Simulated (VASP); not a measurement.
# Si62P (a cell with a defect) in VASP: further runs

Runs on Si62P (a cell with a defect). Level: LDA. Tasks: single point.

All numbers are computed with VASP 6.6.1; they aren't measurements. Logs are shortened: lines on timing, memory, paths and dates and some standing lists are left out, and cuts for length are marked.

**1. The cell of the first run**

The cell holds a defect, 63 atoms: a = 10.860 Å, b = 10.860 Å, c = 10.860 Å, α = 90.00°, β = 90.00°, γ = 90.00°.

**2. Single point, LDA, collinear spin**

Contents of INCAR:

```
PREC = Accurate ; ENCUT = 520
EDIFF = 1E-7 ; ISMEAR = 0
SIGMA = 0.02 ; LREAL = Auto
LASPH = True ; NELM = 150
ALGO = Normal ; ISIF = 2
LWAVE = False ; LCHARG = False
ISPIN = 2 ; MAGMOM = 0 0 0 0 0 0 0 0 0 0 0 0 0 0 0 0 0 0 0 0 0 0 0 0 0 0 0 0 0 0 0 0 0 0 0 0 0 0 0 0 0 0 0 0 0 0 0 0 0 0 0 0 0 0 0 0 0 0 0 0 0 0 1
LORBIT = 11 ; GGA = CA
NBANDS = 168 ; LUSENCCL = False
```

Contents of KPOINTS:

```
Automatic mesh
0
Gamma
  1 1 1
```

Contents of POSCAR:

```
Si62P
1.0
   10.8600000000      0.0000000000      0.0000000000
    0.0000000000     10.8600000000      0.0000000000
    0.0000000000      0.0000000000     10.8600000000
Si P
62 1
Direct
    0.4990964740      0.0083839206     -0.0005533730
    0.7425095068      0.2480877458      0.0016695792
    0.8718448775      0.3719323786      0.1258926487
    0.8751056242      0.0979854836      0.3545646087
   -0.0028043390      0.0020525129      0.0058907772
    0.1287199202      0.1275347939      0.1221577337
    0.2522672294      0.2531628375     -0.0034085525
    0.3739473417      0.3796247523      0.1228612732
    0.5008682359      0.5038151396     -0.0010393312
    0.6272970900      0.6283451807      0.1252527953
    0.7541550167      0.7636294324      0.0143624938
    0.8752621268      0.8950864383      0.1516335839
    0.2495834935     -0.0000761932      0.2498320554
    0.3768411194      0.1249019609      0.3708541894
    0.4992266828      0.2502908738      0.2413507143
    0.6279055032      0.3688454780      0.3706554731
    0.7500828376      0.5004039427      0.2498184302
    0.8766696873      0.6237463347      0.3750503804
    0.4987922460      0.0004768434      0.4995702326
    0.6272806425      0.1243832885      0.6213930556
    0.7541378069      0.2353588357      0.4861995868
    0.8732499443      0.3692129989      0.6210039682
    0.7500915842     -0.0001113561      0.7493496049
    0.8718347735      0.1238800935      0.8777695340
   -0.0027713068      0.4993471638      0.0009677960
    0.1231268229      0.6259614016      0.1249106224
    0.2512352084      0.7509911456      0.0011415891
    0.3767996631      0.8788601586      0.1248765040
   -0.0028030067      0.2437320100      0.2476746010
    0.1218169479      0.3704027308      0.3758849375
    0.2456678491      0.4988107533      0.2502764394
    0.3763992578      0.6209575535      0.3747421456
    0.4988378098      0.7501395532      0.2492255188
    0.6174785102      0.8633989444      0.3863252167
    0.0012507742     -0.0043003299      0.4969180700
    0.1231490667      0.1247877075      0.6237902528
    0.2512315641      0.2485500963      0.4987259369
    0.3751572211      0.3755857006      0.6233115211
    0.5032214648      0.4963569633      0.4975803224
    0.6248898484      0.6238280159      0.6258825991
    0.7532095551      0.7472593809      0.5024523356
    0.8766778911      0.8746420978      0.6259810345
    0.2456491074     -0.0006121102      0.7509422859
    0.3739133038      0.1269111743      0.8700952482
    0.5008947435      0.2507444029      0.7459110092
    0.6227845094      0.3748617977      0.8748711602
    0.7486186036      0.4991098383      0.7506347756
    0.8732196475      0.6287410035      0.8804924528
    0.0013021250      0.7527728111      0.2540386586
    0.1318249570      0.8708757416      0.3788562345
   -0.0007810048      0.4974437517      0.5005490558
    0.1247421519      0.6240585317      0.6255822788
    0.2560072209      0.7463824698      0.5033579293
    0.3764215024      0.8749741157      0.6288031068
   -0.0027269591      0.2487670204      0.7504051124
    0.1231957681      0.3755166317      0.8742494885
    0.2495389569      0.5000316042      0.7497174416
    0.3751920147      0.6264635209      0.8741183217
    0.5032625534      0.7521721688      0.7533706456
    0.6278670709      0.8791273767      0.8809057126
   -0.0007740085      0.7491009111      0.7522163494
    0.1217976134      0.8737669580      0.8792812068
    0.6222769561      0.1250999157      0.1245854207
```

Potentials or basis: VASP PAW LDA potentials, release 64 (Si, P).

Run with:

```bash
> cat potpaw_LDA.64/Si/POTCAR potpaw_LDA.64/P/POTCAR > POTCAR
> mpirun -np 1 vasp_gam > vasp.out
```

OUTCAR:

```text
PREC = Accurate
   ENCUT = 520
   EDIFF = 1E-7
   ISMEAR = 0
   LREAL = Auto
   LASPH = True
   NELM = 150
   ISIF = 2
   ISPIN = 2
   LORBIT = 11
   GGA = CA

 ion  position               nearest neighbor table
   1  0.499  0.008  0.999-  63 2.29  44 2.34  60 2.36  28 2.37
   2  0.743  0.248  0.002-  63 2.30  46 2.34   3 2.37  24 2.37
   3  0.872  0.372  0.126-  17 2.35  29 2.35   2 2.37  25 2.37
   4  0.875  0.098  0.355-  35 2.35  29 2.37  21 2.45  12 3.12
   5  0.997  0.002  0.006-   6 2.34  24 2.35  12 2.37  62 2.38
   6  0.129  0.128  0.122-  29 2.34   5 2.34   7 2.35  13 2.36
[... 25 lines left out ...]
  32  0.376  0.621  0.375-  39 2.35  53 2.35  33 2.37  31 2.37
  33  0.499  0.750  0.249-  34 2.32  10 2.35  28 2.35  32 2.37
  34  0.617  0.863  0.386-  41 2.31  33 2.32  19 2.32
  35  0.001  0.996  0.497-  50 2.34   4 2.35  42 2.35  36 2.37
  36  0.123  0.125  0.624-  43 2.35  55 2.36  37 2.36  35 2.37
  37  0.251  0.249  0.499-  30 2.35  38 2.35  36 2.36  14 2.36
  38  0.375  0.376  0.623-  45 2.34  39 2.35  37 2.35  57 2.36
  39  0.503  0.496  0.498-  32 2.35  38 2.35  40 2.37  16 2.38
  40  0.625  0.624  0.626-  47 2.34  41 2.35  39 2.37  59 2.37
[... 20 lines left out ...]
  61  0.999  0.749  0.752-  62 2.35  42 2.35  48 2.35  52 2.37
  62  0.122  0.874  0.879-  27 2.35  61 2.35  43 2.37   5 2.38
  63  0.622  0.125  0.125-  15 2.29   1 2.29   2 2.30

  LATTYP: Found a simple cubic cell.
 ALAT       =    10.8600000000

  Lattice vectors:

 A1 = (  10.8600000000,   0.0000000000,   0.0000000000)
 A2 = (   0.0000000000,  10.8600000000,   0.0000000000)
 A3 = (   0.0000000000,   0.0000000000,  10.8600000000)

Analysis of symmetry for initial positions (statically):
=====================================================================
 Subroutine PRICEL returns:
 Original cell was already a primitive cell.

 Routine SETGRP: Setting up the symmetry group for a
 simple cubic supercell.

 Subroutine GETGRP returns: Found  1 space group operations
 (whereof  1 operations were pure point group operations)
 out of a pool of 48 trial point group operations.

The static configuration has the point symmetry C_1 .

Analysis of symmetry for dynamics (positions and initial velocities):
=====================================================================
 Subroutine PRICEL returns:
 Original cell was already a primitive cell.

 Routine SETGRP: Setting up the symmetry group for a
 simple cubic supercell.

 Subroutine GETGRP returns: Found  1 space group operations
 (whereof  1 operations were pure point group operations)
 out of a pool of 48 trial point group operations.

The dynamic configuration has the point symmetry C_1 .

Analysis of structural, dynamic, and magnetic symmetry:
=====================================================================
 Subroutine PRICEL returns:
 Original cell was already a primitive cell.

 Routine SETGRP: Setting up the symmetry group for a
 simple cubic supercell.

 Subroutine GETGRP returns: Found  1 space group operations
 (whereof  1 operations were pure point group operations)
 out of a pool of 48 trial point group operations.

The overall configuration has the point symmetry C_1 .

 Subroutine INISYM returns: Found  1 space group operations
 (whereof  1 operations are pure point group operations),
 and found     1 'primitive' translations

----------------------------------------------------------------------------------------

                                     Primitive cell

  volume of cell :    1280.8241

  direct lattice vectors                    reciprocal lattice vectors
    10.860000000  0.000000000  0.000000000     0.092081031  0.000000000  0.000000000
     0.000000000 10.860000000  0.000000000     0.000000000  0.092081031  0.000000000
     0.000000000  0.000000000 10.860000000     0.000000000  0.000000000  0.092081031

  length of vectors
    10.860000000 10.860000000 10.860000000     0.092081031  0.092081031  0.092081031
[... 175 lines left out ...]
   LSORBIT =      F    spin-orbit coupling
   LASPH  =      T    aspherical Exc in radial PAW
   ENCUT  =  520.0 eV  38.22 Ry    6.18 a.u.  20.19 20.19 20.19*2*pi/ulx,y,z
   NELM   =    150;   NELMIN=  2; NELMDL= -5     # of ELM steps
   EDIFF  = 0.1E-06   stopping-criterion for ELM
   LREAL  =      T    real-space projection
   EDIFFG = 0.1E-05   stopping-criterion for IOM
   NSW    =      0    number of steps for IOM
   IBRION =     -1    ionic relax: 0-MD 1-quasi-New 2-CG
   NFREE  =      0    steps in history (QN), initial steepest desc. (CG)
   ISIF   =      2    stress and relaxation
   ISYM   =      2    0-nonsym 1-usesym 2-fastsym
   POTIM  = 0.5000    time-step for ionic-motion
   TEBEG  =    0.0;   TEEND  =   0.0 temperature during run
   PSTRESS=    0.0 pullay stress
   NELECT =     253.0000    total number of electrons
   NUPDOWN=      -1.0000    fix difference up-down
   EMIN   =  10.00;   EMAX   =-10.00  energy-range for DOS
   EFERMI =   0.00;   METHOD = LEGACY
   ISMEAR =     0;   SIGMA  =   0.02  broadening in eV -4-tet -1-fermi 0-gaus
   EFERMI_NEDOS =   21; number of points for ismear=-14 and -15
   IALGO  =     38    algorithm
   IMIX   =      4    mixing-type and parameters
     AMIX     =   0.40;   BMIX     =  1.00
     AMIX_MAG =   1.60;   BMIX_MAG =  1.00
  volume/ion in A,a.u.               =      20.33       137.20
  Fermi-wavevector in a.u.,A,eV,Ry     =   0.953422  1.801706 12.367880  0.909014
  Thomas-Fermi vector in A             =   2.082076
   LORBIT       =     11    0 simple, 1 ext, 2 COOP (PROOUT), +10 PAW based schemes
   GGA     = CA    functional components
   LHFCALC =     F    Hartree Fock is set to
   AEXX    =    0.0000 exact exchange contribution
   IVDW    =     0    specifies the selected vdW correction
   LEPSILON=     F    determine dielectric tensor
   LRPA    =     F    only Hartree local field effects (RPA)
 spin polarized calculation
 Gauss-broadening in eV      SIGMA  =   0.02
  energy-cutoff  :      520.00
  volume of cell :     1280.82
 maximum number of plane-waves:     17229
 NGX is ok and might be reduce to    84
   NGX = 41   NGY = 41   NGZ = 41

 number of electron     252.9999998 magnetization       0.9998151

 Free energy of the ion-electron system (eV)
  ---------------------------------------------------
  ext. energy  EPLUGINS =         0.00000000
  ---------------------------------------------------
  free energy    TOTEN  =      -366.19786222 eV

  energy without entropy =     -366.19784744  energy(sigma->0) =     -366.19785483

 E-fermi :   6.0941     XC(G=0):  -9.5400

 val. band max:        6.0426207773   @ k =   0.0000   0.0000   0.0000
 cond. band min:       6.1456773547   @ k =   0.0000   0.0000   0.0000
 fundamental gap:      0.1030565774
 Fermi energy:         6.0941490666

 spin component 1

 k-point     1 :       0.0000    0.0000    0.0000
  band No.  band energies     occupation
      1      -6.3933      1.00000
      2      -5.8092      1.00000
      3      -5.2228      1.00000
      4      -5.2191      1.00000
      5      -5.2078      1.00000
      6      -5.1737      1.00000
[... 130 lines left out ...]
    137       6.7004      0.00000
    138       6.7722      0.00000
 Fermi energy:         6.0941490666

 spin component 2

 k-point     1 :       0.0000    0.0000    0.0000
  band No.  band energies     occupation
      1      -6.3825      1.00000
      2      -5.7988      1.00000
      3      -5.2082      1.00000
      4      -5.2045      1.00000
      5      -5.1973      1.00000
      6      -5.1654      1.00000
[... 130 lines left out ...]
    137       6.7114      0.00000
    138       6.7883      0.00000
 [bands above 138 left out]

------------------------ aborting loop because EDIFF is reached ----------------------------------------

  FORCE on cell =-STRESS in cart. coord.  units (eV):
  Direction    XX          YY          ZZ          XY          YZ          ZX
  --------------------------------------------------------------------------------------
  -------------------------------------------------------------------------------------
  Total       -9.3245389    -15.7119125    -15.6952997     -3.3359310     -9.1287144      3.3364313
  in kB      -11.6640259    -19.6539641    -19.6331832     -4.1729019    -11.4190697      4.1735276
  external PRESSURE =     -16.9837244 kB  Pullay stress =       0.0000000 kB

 VOLUME and BASIS-vectors are now :
 -----------------------------------------------------------------------------
  energy-cutoff  :      520.00
  volume of cell :     1280.82
      direct lattice vectors                 reciprocal lattice vectors
    10.860000000  0.000000000  0.000000000     0.092081031  0.000000000  0.000000000
     0.000000000 10.860000000  0.000000000     0.000000000  0.092081031  0.000000000
     0.000000000  0.000000000 10.860000000     0.000000000  0.000000000  0.092081031

 POSITION                                       TOTAL-FORCE (eV/Angst)
 -----------------------------------------------------------------------------------
      5.42019      0.09105     10.85399         0.011906      0.008255      0.012710
      8.06365      2.69423      0.01813        -0.005940     -0.011546      0.009886
      9.46824      4.03919      1.36719         0.002185      0.003116     -0.000730
      9.50365      1.06412      3.85057        -0.005923     -0.006613     -0.000132
     10.82954      0.02229      0.06397         0.002742      0.001820     -0.002675
      1.39790      1.38503      1.32663         0.002293     -0.002742      0.001123
[... 55 lines left out ...]
      1.32272      9.48911      9.54899        -0.002686      0.003902      0.001254
      6.75793      1.35859      1.35300        -0.009440      0.008100     -0.008076
 -----------------------------------------------------------------------------------
    total drift:                               -0.003935     -0.009166     -0.009797

  FREE ENERGIE OF THE ION-ELECTRON SYSTEM (eV)
  ---------------------------------------------------
  free  energy   TOTEN  =      -366.1978622169 eV

  energy  without entropy=     -366.1978474379  energy(sigma->0) =     -366.19785483

 total charge

# of ion       s       p       d       tot
------------------------------------------
    1        0.744   0.935   0.000   1.679
    2        0.743   0.935   0.000   1.679
    3        0.745   0.960   0.000   1.705
    4        0.787   0.835   0.000   1.621
    5        0.749   0.949   0.000   1.699
    6        0.747   0.967   0.000   1.714
[... 55 lines left out ...]
   62        0.750   0.950   0.000   1.700
   63        1.047   1.478   0.000   2.525
--------------------------------------------------
tot         47.486  60.416   0.000 107.902

 magnetization (x)

# of ion       s       p       d       tot
------------------------------------------
    1        0.001   0.001   0.000   0.002
    2        0.000   0.005   0.000   0.006
    3        0.000  -0.001   0.000  -0.001
    4        0.004   0.008   0.000   0.012
    5        0.001   0.008   0.000   0.009
    6        0.002   0.001   0.000   0.003
[... 55 lines left out ...]
   62        0.001   0.007   0.000   0.007
   63        0.003   0.004   0.000   0.007
--------------------------------------------------
tot          0.066   0.238   0.000   0.304
```

Wall time 44 s (1 × NVIDIA H100 80GB with 1 thread of AMD EPYC 7R13 (Zen 3), shared host); peak memory 1.9 GiB.

What came out:

```
Free energy                                           : -366.1979 eV
Pressure                                              : -1.7 GPa
Largest force                                         : 0.019 eV/Å
Net moment                                            : 1.00 μB per cell
Site moments                                          : Si +0.00, +0.01, -0.00, +0.11 (each value once); P +0.01 μB
Valence electrons inside the program's atomic spheres : Si 1.68, 1.71, 1.62, 1.70, 1.67, 1.69, 1.72 (each value once); P 2.52
```

Forces on the atoms (eV/Å):
```
Si   0.012  0.008  0.013
Si  -0.006 -0.012  0.010
Si   0.002  0.003 -0.001
Si  -0.006 -0.007  0.000
Si   0.003  0.002 -0.003
Si   0.002 -0.003  0.001
Si   0.004  0.001 -0.001
Si   0.003 -0.001 -0.003
Si   0.003  0.004 -0.001
Si   0.000 -0.001  0.002
Si   0.001  0.001 -0.004
Si  -0.012  0.006  0.010
Si  -0.003 -0.001 -0.002
Si   0.001 -0.002  0.002
Si   0.006 -0.012 -0.009
Si  -0.003 -0.002  0.004
Si   0.000  0.002  0.001
Si   0.001 -0.002  0.001
Si   0.000  0.001  0.001
Si   0.000  0.002  0.003
Si   0.003  0.003 -0.008
Si   0.001  0.001  0.005
Si   0.001 -0.004 -0.003
Si   0.002  0.001 -0.002
Si  -0.004 -0.006  0.000
Si  -0.002  0.001 -0.002
Si   0.003  0.002  0.000
Si   0.000 -0.004  0.000
Si  -0.003  0.005 -0.002
Si  -0.002 -0.003 -0.002
Si  -0.001 -0.003  0.001
Si   0.002  0.001 -0.001
Si  -0.003 -0.001  0.001
Si   0.004  0.006 -0.006
Si   0.001 -0.002  0.002
Si  -0.005 -0.002 -0.004
Si   0.005  0.003 -0.001
Si  -0.002 -0.002 -0.003
Si   0.000 -0.003 -0.004
Si  -0.002  0.001 -0.001
Si   0.004  0.002 -0.002
Si   0.000  0.000  0.001
Si   0.002  0.003  0.001
Si   0.000  0.001  0.001
Si   0.002  0.001 -0.005
Si  -0.004 -0.003  0.001
Si   0.007 -0.002  0.000
Si   0.002 -0.002  0.001
Si   0.001  0.001  0.004
Si   0.004  0.002  0.002
Si  -0.003  0.001  0.000
Si  -0.004  0.000  0.002
Si   0.004  0.000  0.000
Si   0.000  0.001 -0.005
Si  -0.003  0.001  0.003
Si  -0.001 -0.003  0.002
Si   0.000 -0.002  0.000
Si  -0.004  0.000  0.001
Si   0.003  0.003  0.003
Si  -0.004 -0.004  0.003
Si   0.000  0.001 -0.001
Si  -0.003  0.004  0.001
P   -0.009  0.008 -0.008
```

Caveat: the k points lie up to 0.58 Å⁻¹ apart.

[end of part 1 of 3]
